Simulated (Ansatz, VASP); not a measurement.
**One calculation of InP, two programs**

INCAR

```
SYSTEM = InP
PREC = Accurate
ENCUT = 520
EDIFF = 1E-6
ISMEAR = -1
SIGMA = 0.05
LREAL = .False.
LASPH = .True.
NELM = 100
ALGO = Normal
ISIF = 2
LWAVE = .False.
LCHARG = .False.
GGA = PE
NBANDS = 16
```

KPOINTS

```
Automatic mesh
0
Gamma
  13 13 13
  0 0 0
```

POSCAR

```
InP
1.0
    0.0000000000      2.7130917968      2.7130917968
    2.7130917968      0.0000000000      2.7130917968
    2.7130917968      2.7130917968      0.0000000000
In P
1 1
Direct
    0.0000000000      0.0000000000      0.0000000000
    0.5000000000      0.5000000000      0.5000000000
```

Input for Ansatz:

```yaml
crystal:
  lattice:
    - [0.0, 2.7130917968, 2.7130917968]
    - [2.7130917968, 0.0, 2.7130917968]
    - [2.7130917968, 2.7130917968, 0.0]
  atoms:
    - { symbol: In, position: [0.0, 0.0, 0.0] }
    - { symbol: P, position: [0.5, 0.5, 0.5] }
kpoints:
  mp_grid: { grid: [13, 13, 13] }
scf:
  occupations: { method: fermi_dirac, width: 0.05 }
hamiltonian:
  xc: pbe
  pseudopotentials: { kind: paw }
output:
  forces: true
  stress: true
  eigenvalues: true
  populations: true
```

Change from the starting cell: volume scaled by 0.94, PAW files.

Alike in both runs: task single point; functional PBE; k mesh 13 × 13 × 13; occupations fermi-dirac, width 0.05 eV; no spin polarisation.

|  | VASP | Ansatz |
| --- | --- | --- |
| version | VASP 6.6.1 | Ansatz 0.2.0 |
| potentials or method | VASP PAW PBE potentials, release 64 (In_d, P) | PAW with Ansatz's default frozen-core files, scalar-relativistic |
| plane-wave cutoff (eV) | 520 | 420 |
| valence electrons in the cell | 18 | 18 |

```csv
,VASP,Ansatz,Ansatz less VASP
pressure (GPa),5.3,5.3,+0.04
```
